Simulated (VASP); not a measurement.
Runs of VASP 6.6.1 on ReTeOs3. The structure is that of space group Pm-3m (No. 221), or close to it. The cells are those of the table. 

| task | cell | k mesh | cutoff (eV) | gap on the mesh (eV) | pressure (GPa) | relaxed volume (Å³/atom) |
| --- | --- | --- | --- | --- | --- | --- |
| single point | a = 4.745 Å, 5 atoms | 4 × 4 × 4 | 520 | none | (a) | - |
| single point | a = 4.306 Å, 5 atoms | 4 × 4 × 4 | 520 | none | 85.7 | - |
| relaxation of cell and atoms | relaxed from a = 4.306 Å, 5 atoms | 4 × 4 × 4 | 600 | - | 0.3 | 21.23 |
| single point | a = 4.738 Å, 5 atoms | 8 × 8 × 8 | 520 | none | (b) | - |
| relaxation of cell and atoms | relaxed from a = 4.745 Å, 5 atoms | 8 × 8 × 8 | 600 | - | 0.0 | 21.18 |

Alike in all rows: level PBE; potentials or basis VASP PAW PBE potentials, release 64 (Re, Te, Os); no spin polarisation; smearing gaussian 0.1 eV.

Task: Fill in the values left out.

Result: (a) -0.7; (b) -0.8.

Caveats: some runs use coarse meshes; spin-orbit coupling is left out, which moves the levels of the heavy elements; the bands computed are all filled at some k points, so no gap is given (some runs); the volume moved by over 15 % at a fixed basis, so the end points are rough (some runs).

A k mesh can miss the band edges, and the runs leave out spin-orbit coupling on Os, Re, Te.

A gap of «none» marks levels without a gap at the run's occupations.
